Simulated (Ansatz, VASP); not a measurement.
Two plane-wave programs on HfC

The input INCAR:

```
SYSTEM = HfC
PREC = Accurate
ENCUT = 520
EDIFF = 1E-8
ISMEAR = -1
SIGMA = 0.05
LREAL = .False.
LASPH = .True.
NELM = 80
ALGO = Normal
ISIF = 2
LWAVE = .False.
LCHARG = .False.
GGA = PE
LEFG = .True.
NBANDS = 14
```

File KPOINTS:

```
regular mesh
0
Gamma
  15 15 15
  0 0 0
```

Contents of POSCAR:

```
HfC
1.0
   -0.0697500000      2.2901250000      2.2901250000
    2.2901250000     -0.0697500000      2.2901250000
    2.2901250000      2.2901250000     -0.0697500000
Hf C
1 1
Direct
    0.5000000000      0.5000000000      0.5000000000
    0.0000000000      0.0000000000      0.0000000000
```

Input for Ansatz:

```yaml
crystal:
  lattice:
    - [-0.06975, 2.290125, 2.290125]
    - [2.290125, -0.06975, 2.290125]
    - [2.290125, 2.290125, -0.06975]
  atoms:
    - { symbol: Hf, position: [0.5, 0.5, 0.5] }
    - { symbol: C, position: [0.0, 0.0, 0.0] }
kpoints:
  mp_grid: { grid: [15, 15, 15] }
scf:
  occupations: { method: fermi_dirac, width: 0.05 }
hamiltonian:
  xc: pbe
  pseudopotentials: { kind: paw }
output:
  forces: true
  stress: true
  eigenvalues: true
  efg: { contact_densities: true }
  write_density: true
  write_potential: true
  elf: true
  volumetric_format: npy
```

Change from the starting cell: equal xy, yz and zx shear strains of -3 %, PAW files.

Alike in both runs: task electric field gradients; functional PBE; k mesh 15 × 15 × 15; occupations fermi-dirac, width 0.05 eV; no spin polarisation.

|  | VASP | Ansatz |
| --- | --- | --- |
| version | VASP 6.6.1 | Ansatz 0.2.0 |
| potentials or method | VASP PAW PBE potentials, release 64 (Hf_pv, C) | PAW with Ansatz's default frozen-core files, scalar-relativistic |
| plane-wave cutoff (eV) | 520 | 420 |
| valence electrons in the cell | 14 | 30 |

Ansatz gave:

```
pressure (GPa)                                                : 0.4
traceless stress, the component that is largest in VASP (GPa) : 4.83
size of Vzz on the site where it differs most (V/Å²)          : 10.4
```

Question: Which values does VASP return?

Answer: Pressure (GPa): -0.3; traceless stress, the component that is largest in VASP (GPa): 4.83; size of Vzz on the site where it differs most (V/Å²): 7.6.

VASP's potentials hold 14 valence electrons a cell and Ansatz's 30, so a difference there can come from the potentials and not from the codes.

Spin-orbit coupling is off throughout.
